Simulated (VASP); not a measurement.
# Ag (I4/mmm) in VASP: further runs, part 2 of 2

VASP 6.6.1. Earlier steps stand in the parts before.

**3. Single point, PBE**

This run uses another cell than the first one, of 16.71 Å³/atom, 1.021 times its volume.

Contents of INCAR:

```
PREC = Accurate ; ENCUT = 520
EDIFF = 1E-6 ; ISMEAR = -1
SIGMA = 0.1 ; LREAL = F
LASPH = T ; NELM = 60
ALGO = Normal ; ISIF = 2
LWAVE = F ; LCHARG = F
GGA = PE ; NBANDS = 12
```

Contents of KPOINTS:

```
Automatic mesh
0
Gamma
  15 15 15
```

Contents of POSCAR:

```
Ag
1.0
    0.0000000000      2.0223225000      2.0427500000
    2.0223225000      0.0000000000      2.0427500000
    2.0223225000      2.0223225000      0.0000000000
Ag
1
Direct
    0.0000000000      0.0000000000      0.0000000000
```

Potentials or basis: VASP PAW PBE potentials, release 64 (Ag).

Command:

```sh
$ cat potpaw_PBE.64/Ag/POTCAR > POTCAR
$ mpirun -np 1 vasp_std > vasp.out
```

OUTCAR:

```text
PREC = Accurate
   ENCUT = 520
   EDIFF = 1E-6
   ISMEAR = -1
   LREAL = F
   LASPH = T
   NELM = 60
   ISIF = 2
   GGA = PE

 ion  position               nearest neighbor table
   1  0.000  0.000  0.000-

  LATTYP: Found a body centered tetragonal cell.
 ALAT       =     2.8599959070
 C/A-ratio  =     1.4284985479

  Lattice vectors:

 A1 = (  -2.0223225000,   0.0000000000,   2.0427500000)
 A2 = (   2.0223225000,   0.0000000000,   2.0427500000)
 A3 = (   0.0000000000,   2.0223225000,  -2.0427500000)

Analysis of symmetry for initial positions (statically):
=====================================================================
 Subroutine PRICEL returns:
 Original cell was already a primitive cell.

 Routine SETGRP: Setting up the symmetry group for a
 body centered tetragonal supercell.

 Subroutine GETGRP returns: Found 16 space group operations
 (whereof 16 operations were pure point group operations)
 out of a pool of 16 trial point group operations.

The static configuration has the point symmetry D_4h.

Analysis of symmetry for dynamics (positions and initial velocities):
=====================================================================
 Subroutine PRICEL returns:
 Original cell was already a primitive cell.

 Routine SETGRP: Setting up the symmetry group for a
 body centered tetragonal supercell.

 Subroutine GETGRP returns: Found 16 space group operations
 (whereof 16 operations were pure point group operations)
 out of a pool of 16 trial point group operations.

The dynamic configuration has the point symmetry D_4h.

 Subroutine INISYM returns: Found 16 space group operations
 (whereof 16 operations are pure point group operations),
 and found     1 'primitive' translations

----------------------------------------------------------------------------------------

                                     Primitive cell

  volume of cell :      16.7088

[... 108 lines left out ...]
  Fermi-wavevector in a.u.,A,eV,Ry     =   1.424154  2.691261 27.595547  2.028215
  Thomas-Fermi vector in A             =   2.544676
   LORBIT       =      0    0 simple, 1 ext, 2 COOP (PROOUT), +10 PAW based schemes
   GGA     = PE    functional components
   LHFCALC =     F    Hartree Fock is set to
   AEXX    =    0.0000 exact exchange contribution
   IVDW    =     0    specifies the selected vdW correction
   LEPSILON=     F    determine dielectric tensor
   LRPA    =     F    only Hartree local field effects (RPA)
 non-spin polarized calculation
  energy-cutoff  :      520.00
  volume of cell :       16.71
 maximum number of plane-waves:       463
 NGX is ok and might be reduce to    24
   NGX = 11   NGY = 11   NGZ = 11

 number of electron      11.0000001 magnetization

 Free energy of the ion-electron system (eV)
  ---------------------------------------------------
  ext. energy  EPLUGINS =         0.00000000
  ---------------------------------------------------
  free energy    TOTEN  =        -2.69691902 eV

  energy without entropy =       -2.68627211  energy(sigma->0) =       -2.69159557

 E-fermi :   8.8390     XC(G=0): -12.3320

 val. band max:        8.8349988889   @ k =  -0.0667   0.4000   0.3333
 cond. band min:       8.8535044780   @ k =  -0.3333   0.0000   0.2000
 fundamental gap:      0.0185055891
 Fermi energy:         8.8390020695

 k-point     1 :       0.0000    0.0000    0.0000
  band No.  band energies     occupation
      1       0.7965      2.00000
      2       3.7857      2.00000
      3       3.8515      2.00000
      4       3.8515      2.00000
      5       4.8664      2.00000
      6       4.9344      2.00000
      7      24.7833      0.00000
      8      28.3854      0.00000
      9      28.5282      0.00000
     10      28.5282      0.00000
     11      33.3381      0.00000
     12      34.5725      0.00000
[... 331 lines left out ...]
 k-point    24 :       0.2000    0.1333    0.0000
  band No.  band energies     occupation
      1       1.9360      2.00000
      2       3.3919      2.00000
      3       4.2031      2.00000
      4       4.2563      2.00000
      5       4.6251      2.00000
      6       5.1209      2.00000
      7      24.0183      0.00000
      8      25.5324      0.00000
      9      26.0593      0.00000
     10      27.4300      0.00000
     11      31.0776      0.00000
     12      34.2738      0.00000

 [... further k-points ...]
[... 5 lines left out ...]
  --------------------------------------------------------------------------------------
  -------------------------------------------------------------------------------------
  Total        0.7370039      0.7370039      0.7054788      0.0000000      0.0000000     -0.0000000
  in kB       70.6698726     70.6698726     67.6469961      0.0000000      0.0000000     -0.0000000
  external PRESSURE =      69.6622471 kB  Pullay stress =       0.0000000 kB

 VOLUME and BASIS-vectors are now :
 -----------------------------------------------------------------------------
  energy-cutoff  :      520.00
  volume of cell :       16.71
      direct lattice vectors                 reciprocal lattice vectors
     0.000000000  2.022322500  2.042750000    -0.247240487  0.247240487  0.244768082
     2.022322500  0.000000000  2.042750000     0.247240487 -0.247240487  0.244768082
     2.022322500  2.022322500  0.000000000     0.247240487  0.247240487 -0.244768082

 POSITION                                       TOTAL-FORCE (eV/Angst)
 -----------------------------------------------------------------------------------
      0.00000      0.00000      0.00000        -0.000000      0.000000      0.000000
 -----------------------------------------------------------------------------------
    total drift:                                0.000000      0.000000     -0.000000

  FREE ENERGIE OF THE ION-ELECTRON SYSTEM (eV)
  ---------------------------------------------------
  free  energy   TOTEN  =        -2.6969190243 eV

  energy  without entropy=       -2.6862721099  energy(sigma->0) =       -2.69159557
```

stdout:

```text
POSCAR found type information on POSCAR Ag
 POSCAR found :  1 types and       1 ions
 scaLAPACK will be used
 LDA part: xc-table for (Slater+PW92), standard interpolation
 POSCAR, INCAR and KPOINTS ok, starting setup
 FFT: planning ... GRIDC
 FFT: planning ... GRID_SOFT
 FFT: planning ... GRID
 WAVECAR not read
 entering main loop
```

It took 32 s on 1 thread of Intel Xeon 6975P-C (Granite Rapids), shared host; peak memory 0.18 GiB.

What came out:

```yaml
Free_energy: -2.6969 eV
Pressure: 7.0 GPa
```

Levels at points of the mesh, in eV from the Fermi level:
```
           k point  band 2  band 3  band 4  band 5  band 6  band 7  band 8  band 9  band 10  band 11
(0.00, 0.00, 0.00)   -5.05   -4.99   -4.99   -3.97   -3.90   15.94   19.55   19.69    19.69    24.50
```

**4. Single point, PBE**

This run uses another cell than the first one, of 17.39 Å³/atom, 1.062 times its volume.

Contents of INCAR:

```
PREC     = Accurate       # precision mode
ENCUT    = 520            # plane-wave cutoff, eV
EDIFF    = 1E-6           # SCF threshold, eV
ISMEAR   = -1             # smearing method
SIGMA    = 0.1            # smearing width, eV
LREAL    = False          # projectors in reciprocal space
LASPH    = True           # aspherical terms in the spheres
NELM     = 100            # most SCF steps
ALGO     = Normal         # electronic algorithm
ISIF     = 2              # what is computed and relaxed
LWAVE    = False          # write WAVECAR
LCHARG   = False          # write CHGCAR
GGA      = PE             # functional
NBANDS   = 12             # bands
```

Contents of KPOINTS:

```
regular mesh
0
Gamma
  15 15 15
```

Contents of POSCAR:

```
Ag
1.0
    0.0000000000      2.0631775000      2.0427500000
    2.0631775000      0.0000000000      2.0427500000
    2.0631775000      2.0631775000      0.0000000000
Ag
1
Direct
    0.0000000000      0.0000000000      0.0000000000
```

Command:

```sh
$ cat potpaw_PBE.64/Ag/POTCAR > POTCAR
$ mpirun -np 1 vasp_std > vasp.out
```

It took 34 s on 1 thread of Intel Xeon 6975P-C (Granite Rapids), shared host; peak memory 0.18 GiB.

Results (log left out):

| Item | Value |
| --- | --- |
| Free energy | -2.7167 eV |
| Pressure | 2.3 GPa |

Stress tensor (GPa, compression positive):
```
2.27 0.00 0.00
0.00 2.27 0.00
0.00 0.00 2.46
```

Levels at points of the mesh, in eV from the Fermi level:
| k point | band 3 | band 4 | band 5 | band 6 | band 7 | band 8 | band 9 | band 10 |
| --- | --- | --- | --- | --- | --- | --- | --- | --- |
| (0.00, 0.00, 0.00) | -4.87 | -4.81 | -3.88 | -3.82 | 15.87 | 19.29 | 19.29 | 19.41 |

**5. Overview**

| cell | gap on the mesh (eV) | pressure (GPa) |
| --- | --- | --- |
| a = 2.860, b = 2.860, c = 2.831 Å, angles 60.3, 60.3, 59.3°, 1 atom | none | 9.8 |
| a = 2.874, b = 2.874, c = 2.860 Å, angles 60.2, 60.2, 59.7°, 1 atom | none | 7.0 |
| a = 2.903, b = 2.903, c = 2.918 Å, angles 59.8, 59.8, 60.3°, 1 atom | none | 2.3 |

Alike in all rows: task single point; level PBE; potentials or basis VASP PAW PBE potentials, release 64 (Ag); no spin polarisation; k mesh 15 × 15 × 15; cutoff (eV) 520; smearing fermi-dirac 0.1 eV.

Total energies depend on the potentials used, so only differences within one code and one set of settings carry meaning.
